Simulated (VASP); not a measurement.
# Pt (Fm-3m) in VASP: notebook

Pt is run at these levels: r2SCAN; tasks: single point.

Everything below comes from runs of VASP 6.6.1. Logs are shortened: lines on timing, memory, paths and dates and some standing lists are left out, and cuts for length are marked.

## (1) The cell of the first run

Symmetry: Fm-3m, No. 225, cubic system. Conventional cell: a = 3.940 Å, b = 3.940 Å, c = 3.940 Å, α = 90.00°, β = 90.00°, γ = 90.00°. Within 3.7 Å of Pt (site symmetry m-3m) lie 12 Pt at 2.79 Å.

## (2) Single point, r2SCAN

File POSCAR:

```
Pt
1.0
    0.0000000000      1.9700946811      1.9700946811
    1.9700946811      0.0000000000      1.9700946811
    1.9700946811      1.9700946811      0.0000000000
Pt
1
Direct
    0.0000000000      0.0000000000      0.0000000000
```

File INCAR.step1:

```
PREC = Accurate
ENCUT = 520
ISMEAR = 0
SIGMA = 0.1
LREAL = F
LASPH = T
NELM = 60
NBANDS = 11
GGA = PE
ALGO = Normal
EDIFF = 1E-4
LWAVE = T
LCHARG = F
```

File INCAR.step2:

```
PREC = Accurate
ENCUT = 520
EDIFF = 1E-7
ISMEAR = 0
SIGMA = 0.1
LREAL = F
LASPH = T
NELM = 60
ALGO = Normal
ISIF = 2
LWAVE = F
LCHARG = T
METAGGA = R2SCAN
LMIXTAU = T
LELF = T
LVHAR = T
NBANDS = 11
ISTART = 1
```

File KPOINTS:

```
regular mesh
0
Gamma
  18 18 18
```

Potentials or basis: VASP PAW PBE potentials, release 64 (Pt).

Started as:

```sh
> cat potpaw_PBE.64/Pt/POTCAR > POTCAR
> cp INCAR.step1 INCAR
> mpirun -np 1 vasp_std > vasp.out
> cp INCAR.step2 INCAR
> mpirun -np 1 vasp_std > vasp.out
```

OUTCAR:

```text
PREC = Accurate
   ENCUT = 520
   EDIFF = 1E-7
   ISMEAR = 0
   LREAL = F
   LASPH = T
   NELM = 60
   ISIF = 2
   METAGGA = R2SCAN
   ISTART = 1

 ion  position               nearest neighbor table
   1  0.000  0.000  0.000-

  LATTYP: Found a face centered cubic cell.
 ALAT       =     3.9401893622

  Lattice vectors:

 A1 = (   0.0000000000,   1.9700946811,   1.9700946811)
 A2 = (   1.9700946811,   0.0000000000,   1.9700946811)
 A3 = (   1.9700946811,   1.9700946811,   0.0000000000)

Analysis of symmetry for initial positions (statically):
=====================================================================
 Subroutine PRICEL returns:
 Original cell was already a primitive cell.

 Routine SETGRP: Setting up the symmetry group for a
 face centered cubic supercell.

 Subroutine GETGRP returns: Found 48 space group operations
 (whereof 48 operations were pure point group operations)
 out of a pool of 48 trial point group operations.

The static configuration has the point symmetry O_h .

Analysis of symmetry for dynamics (positions and initial velocities):
=====================================================================
 Subroutine PRICEL returns:
 Original cell was already a primitive cell.

 Routine SETGRP: Setting up the symmetry group for a
 face centered cubic supercell.

 Subroutine GETGRP returns: Found 48 space group operations
 (whereof 48 operations were pure point group operations)
 out of a pool of 48 trial point group operations.

The dynamic configuration has the point symmetry O_h .

 Subroutine INISYM returns: Found 48 space group operations
 (whereof 48 operations are pure point group operations),
 and found     1 'primitive' translations

----------------------------------------------------------------------------------------

                                     Primitive cell

  volume of cell :      15.2930

  direct lattice vectors                    reciprocal lattice vectors
     0.000000000  1.970094681  1.970094681    -0.253794909  0.253794909  0.253794909
     1.970094681  0.000000000  1.970094681     0.253794909 -0.253794909  0.253794909
     1.970094681  1.970094681  0.000000000     0.253794909  0.253794909 -0.253794909

  length of vectors
     2.786134617  2.786134617  2.786134617     0.439585677  0.439585677  0.439585677

  position of ions in fractional coordinates (direct lattice)
     0.000000000  0.000000000  0.000000000

  ion indices of the primitive-cell ions
   primitive index   ion index
                 1           1

----------------------------------------------------------------------------------------

 KPOINTS: regular mesh

Automatic generation of k-mesh.
 Grid dimensions read from file:
 generate k-points for:   18   18   18

 Generating k-lattice:

  Cartesian coordinates                     Fractional coordinates (reciprocal lattice)
    -0.014099717  0.014099717  0.014099717     0.055555556  0.000000000  0.000000000
     0.014099717 -0.014099717  0.014099717     0.000000000  0.055555556  0.000000000
     0.014099717  0.014099717 -0.014099717     0.000000000  0.000000000  0.055555556

  Length of vectors
     0.024421426  0.024421426  0.024421426

  Shift w.r.t. Gamma in fractional coordinates (k-lattice)
     0.000000000  0.000000000  0.000000000

 Subroutine IBZKPT returns following result:
 ===========================================

 Found    195 irreducible k-points:

 Following reciprocal coordinates:
            Coordinates               Weight
  0.000000  0.000000  0.000000      1.000000
  0.055556  0.000000  0.000000      8.000000
  0.111111  0.000000  0.000000      8.000000
  0.166667  0.000000  0.000000      8.000000
  0.222222  0.000000  0.000000      8.000000
  0.277778  0.000000  0.000000      8.000000
[... 16 lines left out ...]
 -0.277778  0.055556  0.000000     24.000000
 -0.222222  0.055556  0.000000     24.000000
 [... further k-points ...]
   k-points           NKPTS =    195   k-points in BZ     NKDIM =    195   number of bands    NBANDS=     11
   number of dos      NEDOS =    301   number of ions     NIONS =      1
   total plane-waves  NPLWV =  13824
   dimension x,y,z NGX =    24 NGY =   24 NGZ =   24
   dimension x,y,z NGXF=    48 NGYF=   48 NGZF=   48
   ions per type =               1
   NGX,Y,Z   is equivalent  to a cutoff of  14.32, 14.32, 14.32 a.u.
   NGXF,Y,Z  is equivalent  to a cutoff of  28.64, 28.64, 28.64 a.u.
 SYSTEM =  unknown system
   PREC   = accura    normal or accurate (medium, high low for compatibility)
   ISTART =      1    job   : 0-new  1-cont  2-samecut
   ICHARG =      0    charge: 1-file 2-atom 10-const
   ISPIN  =      1    spin polarized calculation?
   LNONCOLLINEAR =      F non collinear calculations
   LSORBIT =      F    spin-orbit coupling
   LASPH  =      T    aspherical Exc in radial PAW
   ENCUT  =  520.0 eV  38.22 Ry    6.18 a.u.   5.18  5.18  5.18*2*pi/ulx,y,z
   NELM   =     60;   NELMIN=  2; NELMDL=  0     # of ELM steps
   EDIFF  = 0.1E-06   stopping-criterion for ELM
   LREAL  =      F    real-space projection
   EDIFFG = 0.1E-05   stopping-criterion for IOM
   NSW    =      0    number of steps for IOM
   IBRION =     -1    ionic relax: 0-MD 1-quasi-New 2-CG
   NFREE  =      0    steps in history (QN), initial steepest desc. (CG)
   ISIF   =      2    stress and relaxation
   ISYM   =      2    0-nonsym 1-usesym 2-fastsym
   POTIM  = 0.5000    time-step for ionic-motion
   TEBEG  =    0.0;   TEEND  =   0.0 temperature during run
   PSTRESS=    0.0 pullay stress
   NELECT =      10.0000    total number of electrons
   NUPDOWN=      -1.0000    fix difference up-down
   EMIN   =  10.00;   EMAX   =-10.00  energy-range for DOS
   EFERMI =   0.00;   METHOD = LEGACY
   ISMEAR =     0;   SIGMA  =   0.10  broadening in eV -4-tet -1-fermi 0-gaus
   EFERMI_NEDOS =   21; number of points for ismear=-14 and -15
   IALGO  =     38    algorithm
   IMIX   =      4    mixing-type and parameters
     AMIX     =   0.40;   BMIX     =  1.00
     AMIX_MAG =   1.60;   BMIX_MAG =  1.00
  volume/ion in A,a.u.               =      15.29       103.20
  Fermi-wavevector in a.u.,A,eV,Ry     =   1.420947  2.685200 27.471374  2.019089
  Thomas-Fermi vector in A             =   2.541808
   LORBIT       =      0    0 simple, 1 ext, 2 COOP (PROOUT), +10 PAW based schemes
   METAGGA = R2SCAN    functional components
   LHFCALC =     F    Hartree Fock is set to
   AEXX    =    0.0000 exact exchange contribution
   IVDW    =     0    specifies the selected vdW correction
   LEPSILON=     F    determine dielectric tensor
   LRPA    =     F    only Hartree local field effects (RPA)
 non-spin polarized calculation
 Gauss-broadening in eV      SIGMA  =   0.10
  energy-cutoff  :      520.00
  volume of cell :       15.29
 maximum number of plane-waves:       424
 NGX is ok and might be reduce to    24
   NGX = 11   NGY = 11   NGZ = 11

 number of electron      10.0000001 magnetization

 Free energy of the ion-electron system (eV)
  ---------------------------------------------------
  ext. energy  EPLUGINS =         0.00000000
  ---------------------------------------------------
  free energy    TOTEN  =       -51.50169550 eV

  energy without entropy =      -51.49136539  energy(sigma->0) =      -51.49653044

 E-fermi :  10.7506     XC(G=0): -14.5371

 val. band max:       10.7476365485   @ k =   0.4444   0.1111   0.0000
 cond. band min:      10.7506757699   @ k =  -0.2778   0.3889   0.1667
 fundamental gap:      0.0030392214
 Fermi energy:        10.7505778685

 k-point     1 :       0.0000    0.0000    0.0000
  band No.  band energies     occupation
      1       0.4141      2.00000
      2       6.9197      2.00000
      3       6.9197      2.00000
      4       6.9197      2.00000
      5       9.0346      2.00000
      6       9.0346      2.00000
      7      26.2691      0.00000
      8      31.3581      0.00000
      9      31.3581      0.00000
     10      31.3581      0.00000
     11      37.1802      0.00000

 k-point     2 :       0.0556    0.0000    0.0000
  band No.  band energies     occupation
      1       0.5421      2.00000
      2       6.8633      2.00000
      3       6.9705      2.00000
      4       6.9705      2.00000
      5       9.0068      2.00000
      6       9.0068      2.00000
      7      26.4643      0.00000
      8      30.6889      0.00000
      9      31.5498      0.00000
     10      31.5498      0.00000
     11      37.9012      0.00000

 k-point     3 :       0.1111    0.0000    0.0000
  band No.  band energies     occupation
      1       0.9145      2.00000
      2       6.7188      2.00000
      3       7.1030      2.00000
      4       7.1030      2.00000
      5       8.9486      2.00000
      6       8.9486      2.00000
      7      26.9925      0.00000
      8      29.2531      0.00000
      9      32.1063      0.00000
     10      32.1063      0.00000
     11      38.4684      0.00000

 k-point     4 :       0.1667    0.0000    0.0000
  band No.  band energies     occupation
      1       1.4896      2.00000
      2       6.5598      2.00000
      3       7.2494      2.00000
      4       7.2494      2.00000
      5       8.9390      2.00000
      6       8.9390      2.00000
      7      27.4680      0.00000
      8      27.7643      0.00000
      9      32.9658      0.00000
     10      32.9658      0.00000
     11      36.7509      0.00000
[... 239 lines left out ...]
 k-point    22 :      -0.3333    0.0556    0.0000
  band No.  band energies     occupation
      1       3.3472      2.00000
      2       6.9950      2.00000
      3       7.1052      2.00000
      4       7.6508      2.00000
      5       9.7802      2.00000
      6      10.5404      1.99705
      7      20.8607      0.00000
      8      26.9928      0.00000
      9      31.2130      0.00000
     10      33.2683      0.00000
     11      36.6526      0.00000

 k-point    23 :      -0.2778    0.0556    0.0000
  band No.  band energies     occupation
      1       3.0645      2.00000
      2       6.7927      2.00000
      3       7.1931      2.00000
      4       7.2574      2.00000
      5       9.2744      2.00000
      6      10.0158      2.00000
      7      23.0638      0.00000
      8      27.6757      0.00000
      9      32.1379      0.00000
     10      35.0464      0.00000
     11      35.0997      0.00000

 k-point    24 :      -0.2222    0.0556    0.0000
  band No.  band energies     occupation
      1       2.5076      2.00000
      2       6.4400      2.00000
      3       7.3057      2.00000
      4       7.3718      2.00000
      5       8.8676      2.00000
      6       9.5567      2.00000
      7      25.1479      0.00000
      8      28.1598      0.00000
      9      32.6815      0.00000
     10      34.3000      0.00000
     11      35.5069      0.00000

 [... further k-points ...]
[... 5 lines left out ...]
  --------------------------------------------------------------------------------------
  -------------------------------------------------------------------------------------
  Total        0.0659665      0.0659665      0.0659665     -0.0000000     -0.0000000      0.0000000
  in kB        6.9110311      6.9110311      6.9110311     -0.0000000     -0.0000000      0.0000000
  external PRESSURE =       6.9110311 kB  Pullay stress =       0.0000000 kB

 VOLUME and BASIS-vectors are now :
 -----------------------------------------------------------------------------
  energy-cutoff  :      520.00
  volume of cell :       15.29
      direct lattice vectors                 reciprocal lattice vectors
     0.000000000  1.970094681  1.970094681    -0.253794909  0.253794909  0.253794909
     1.970094681  0.000000000  1.970094681     0.253794909 -0.253794909  0.253794909
     1.970094681  1.970094681  0.000000000     0.253794909  0.253794909 -0.253794909

 POSITION                                       TOTAL-FORCE (eV/Angst)
 -----------------------------------------------------------------------------------
      0.00000      0.00000      0.00000        -0.000000     -0.000000     -0.000000
 -----------------------------------------------------------------------------------
    total drift:                               -0.000000      0.000000     -0.000000

  FREE ENERGIE OF THE ION-ELECTRON SYSTEM (eV)
  ---------------------------------------------------
  free  energy   TOTEN  =       -51.5016955006 eV

  energy  without entropy=      -51.4913653888  energy(sigma->0) =      -51.49653044
```

Run time: 41 s. Hardware: 1 thread of Intel Xeon 6975P-C (Granite Rapids), shared host; peak memory 0.17 GiB.

What came out:

```
Free energy            : -51.5017 eV
Pressure               : 0.7 GPa
Band gap on the k mesh : zero (band 5 reaches 11.26 eV, above the bottom of band 6 at 8.94 eV)
```

Caveat: the PAW data sets were made with another functional, which shifts forces and pressure a little; spin-orbit coupling is left out, which moves the levels of the heavy elements.

## (3) Single point, r2SCAN

POSCAR is that of step 2.

File INCAR.step1:

```
SYSTEM = Pt
  PREC = Accurate
  ENCUT = 520
  ISMEAR = 0
  SIGMA = 0.1
  LREAL = .FALSE.
  LASPH = .TRUE.
  NELM = 100
  NBANDS = 11
  GGA = PE
  ALGO = Normal
  EDIFF = 1E-4
  LWAVE = .TRUE.
  LCHARG = .FALSE.
```

File INCAR.step2:

```
SYSTEM = Pt
  PREC = Accurate
  ENCUT = 520
  EDIFF = 1E-7
  ISMEAR = 0
  SIGMA = 0.1
  LREAL = .FALSE.
  LASPH = .TRUE.
  NELM = 100
  ALGO = Normal
  ISIF = 2
  LWAVE = .FALSE.
  LCHARG = .FALSE.
  METAGGA = R2SCAN
  LMIXTAU = .TRUE.
  NBANDS = 11
  ISTART = 1
```

File KPOINTS:

```
Automatic mesh
0
G
  18 18 18
  0 0 0
```

Potentials or basis: VASP PAW PBE potentials, release 64 (Pt).

Started as:

```sh
> cat potpaw_PBE.64/Pt/POTCAR > POTCAR
> cp INCAR.step1 INCAR
> mpirun -np 1 vasp_std > vasp.out
> cp INCAR.step2 INCAR
> mpirun -np 1 vasp_std > vasp.out
```

Wall time 39 s (1 thread of Intel Xeon 6975P-C (Granite Rapids), shared host); peak memory 0.17 GiB.

Results (log left out):

```
Free energy            : -51.5017 eV
Pressure               : 0.7 GPa
Band gap on the k mesh : zero (band 5 reaches 11.26 eV, above the bottom of band 6 at 8.94 eV)
```

Levels at points of the mesh, in eV from the Fermi level:
| k point | band 1 | band 2 | band 3 | band 4 | band 5 | band 6 | band 7 | band 8 | band 9 | band 10 |
| --- | --- | --- | --- | --- | --- | --- | --- | --- | --- | --- |
| (0.00, 0.00, 0.00) | -10.34 | -3.83 | -3.83 | -3.83 | -1.72 | -1.72 | 15.52 | 20.61 | 20.61 | 20.61 |
| (0.50, 0.00, 0.00) | -7.43 | -3.93 | -3.93 | -0.25 | 0.02 | 0.02 | 6.05 | 15.16 | 19.86 | 19.86 |
| (0.50, 0.50, 0.00) | -7.14 | -6.72 | -0.06 | 0.51 | 0.51 | 1.97 | 9.19 | 11.98 | 11.98 | 21.11 |

Caveat: the PAW data sets were made with another functional, which shifts forces and pressure a little; spin-orbit coupling is left out, which moves the levels of the heavy elements.
